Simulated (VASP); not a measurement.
BaTiCl3:

```
Cl Ti Ba
1.0
     3.47623    6.02100    0.00000
    -3.47623    6.02100    0.00000
     0.00000    0.00000    5.85263
Cl Ti Ba
6 2 2
Cartesian
  -1.9307 6.9133 2.9263
  0.0000 10.2574 2.9263
  1.9307 6.9133 2.9263
  1.9307 5.1287 0.0000
  0.0000 1.7846 0.0000
  -1.9307 5.1287 0.0000
  0.0000 0.0000 1.4979
  0.0000 0.0000 4.3547
  -0.0003 4.0142 2.9263
  0.0003 8.0278 0.0000
```

Base run:

* Program: VASP 6.6.1
* Functional: r2SCAN
* Potentials or basis: VASP PAW PBE potentials, release 64 (Cl, Ti_sv, Ba_sv)
* Cutoff: 550 eV
* k mesh: 4 × 4 × 4
* Occupations: fermi-dirac, width 0.1 eV
* Spin: collinear spin
* Starting moments: [0.0, 0.0, 0.0, 0.0, 0.0, 0.0, -1.43, 1.43, 0.0, 0.0] μB

Its results: pressure 9.0 GPa; net moment 0.00 μB per cell; site moments Cl -0.00; Ti -1.54, +1.54; Ba +0.00 μB; largest force 3.901 eV/Å.

Task: The run is repeated on the same cell with these changes: further incar settings from ALGO = Normal; EDIFF = 1e-06; NBANDS = 58; ISYM = 0 to ALGO = Normal; EDIFF = 1e-06; NBANDS = 58; moments at the start from [0.0, 0.0, 0.0, 0.0, 0.0, 0.0, -1.43, 1. to [0.0, 0.0, 0.0, 0.0, 0.0, 0.0, 1.0, 1.0,. What comes out?

Result: Pressure 8.7 GPa; net moment 4.07 μB per cell; site moments Cl +0.00; Ti +1.36; Ba +0.07, +0.05 μB; largest force 3.744 eV/Å.

Caveats: the cell stands under pressure; the PAW data sets were made with another functional, which shifts forces and pressure a little.
